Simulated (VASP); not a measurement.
BP2:

```
B P
1.0
     4.11014    0.00000    0.00000
     0.00000    4.11014    0.00000
     0.00000    0.00000    5.32546
B P
2 4
Cartesian
  2.0551 0.0000 0.3623
  0.0000 2.0551 3.0250
  0.5634 1.3700 1.3314
  3.5467 2.7401 1.3314
  2.7401 0.5634 3.9941
  1.3700 3.5467 3.9941
```

The cell was generated, and may not be a known phase.

* Program: VASP 6.6.1
* Task: relaxation of cell and atoms
* Functional: PBE
* Potentials or basis: VASP PAW PBE potentials, release 64 (B, P)
* Cutoff: 600 eV
* k mesh: 4 × 4 × 4
* Occupations: gaussian, width 0.1 eV
* Spin: no spin polarisation

At the start: pressure 17.5 GPa; volume 14.99 Å³/atom.

Where does the relaxation end?

Over 38 steps the energy falls by 964.0 meV/atom and the volume is 14.58 Å³/atom (-2.8 %); space group P4_2 (No. 77, to 0.1 Å) before, P4_222 (No. 93, to 0.1 Å).

The path:
```tsv
step	energy change (eV)	largest force (eV/Å)	pressure (GPa)	volume (Å³)
1	0.0000	12.1925	17.47	89.96
2	-1.6999	1.3602	-10.33	112.53
3	-1.9668	1.3624	-12.04	110.43
4	-2.2166	1.2981	-13.22	108.47
5	-3.3390	0.7356	-13.34	99.00
6	-3.5123	1.3399	-7.83	94.43
7	-3.5323	0.7424	-11.08	96.40
8	-3.5517	0.8140	-10.09	95.67
9	-3.5525	0.8823	-9.73	95.43
10	-4.1793	0.9016	-1.48	85.09
11	-4.2415	0.9452	3.16	81.31
12	-4.4669	0.6772	3.65	80.24
13	-4.4811	0.8554	4.27	79.91
14	-4.7241	0.6641	-0.15	83.30
15	-4.7616	0.4761	-1.79	84.84
16	-4.7629	0.4367	-2.05	85.13
17	-4.8036	0.1930	0.72	83.80
18	-4.8040	0.1745	0.45	83.92
19	-4.8510	0.1514	1.20	83.90
20	-4.9211	0.1167	2.88	83.80
21	-5.0524	0.7641	5.85	83.35
22	-5.0488	1.1763	6.97	83.13
23	-5.0539	0.9758	6.44	83.23
24	-5.0650	0.9999	6.29	83.37
25	-5.0951	1.0839	5.87	83.77
26	-5.1438	1.2482	5.07	84.53
27	-5.1912	1.6061	3.56	85.89
28	-5.2501	1.3883	2.27	86.49
29	-5.3518	0.9686	-0.99	88.28
30	-5.3649	0.8913	-2.23	89.09
31	-5.4108	0.8076	-1.91	88.75
32	-5.5217	0.6201	-0.88	87.76
33	-5.6116	0.9021	1.58	85.81
34	-5.6831	0.6199	1.21	86.06
35	-5.7701	0.3357	0.58	86.80
36	-5.7828	0.0817	0.06	87.38
37	-5.7834	0.0567	-0.07	87.53
38	-5.7840	0.0064	-0.08	87.48
```

Final structure:
```
CELL_PARAMETERS angstrom
4.35327 0.00000 0.00000
0.00000 4.35327 0.00000
0.00000 0.00000 4.61605
ATOMIC_POSITIONS crystal
B 0.50000 0.00000 0.02284
B 0.00000 0.50000 0.52284
P 0.17566 0.17581 0.27259
P 0.82434 0.82419 0.27259
P 0.82419 0.17566 0.77259
P 0.17581 0.82434 0.77259
```

Caveat: the k points lie up to 0.36 Å⁻¹ apart in the final cell, too coarse for converged energies and pressures of a metal.
